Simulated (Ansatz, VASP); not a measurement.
## ZrWS4: VASP beside Ansatz

```
Zr W S
1.0
     4.29183    0.00000    0.00000
     0.00000    4.29183    0.00000
     0.00000    0.00000    6.15344
Zr W S
1 1 4
Cartesian
  2.1459 2.1459 3.0767
  0.0000 0.0000 0.0000
  2.1459 0.0000 1.4587
  0.0000 2.1459 4.6947
  2.1459 0.0000 4.6947
  0.0000 2.1459 1.4587
```

Alike in both runs: functional PBE; k mesh 4 × 4 × 4; occupations gaussian, width 0.1 eV; collinear spin.

Ansatz relaxed the structure, and its values are those at the end. VASP's run is a single point on that final structure, the one shown.

|  | VASP | Ansatz |
| --- | --- | --- |
| version | VASP 6.6.1 | Ansatz 0.2.0 |
| potentials or method | VASP PAW PBE potentials, release 64 (Zr_sv, W_sv, S), cutoff 520 eV | scalar-relativistic, plane waves, PAW |
| valence electrons in the cell | 50 | 50 |

Ansatz gave:

| Quantity | Value |
| --- | --- |
| gap on the k mesh at the Fermi level (eV) | none |
| pressure (GPa) | 0.0 |
| rms of the force components (eV/Å) | 0.007 |
| net moment per atom (μB) | 0.31 |
| size of the moment on the site where the two differ most (μB) | 1.18 |

Problem. Estimate VASP's values.

Solution. gap on the k mesh at the Fermi level (eV): none; pressure (GPa): 0.0; rms of the force components (eV/Å): 0.006; net moment per atom (μB): 0.31; size of the moment on the site where the two differ most (μB): 1.39.

Site moments also hang on the region over which each program counts them. A gap of «none» marks a metal or a gap that the smearing closes. The functional is the same, so the differences come from potentials, cutoffs and numerics. Ansatz's warnings: no starting moments.

The k mesh is coarse, so the values compare programs but aren't converged. Spin-orbit coupling is off throughout.
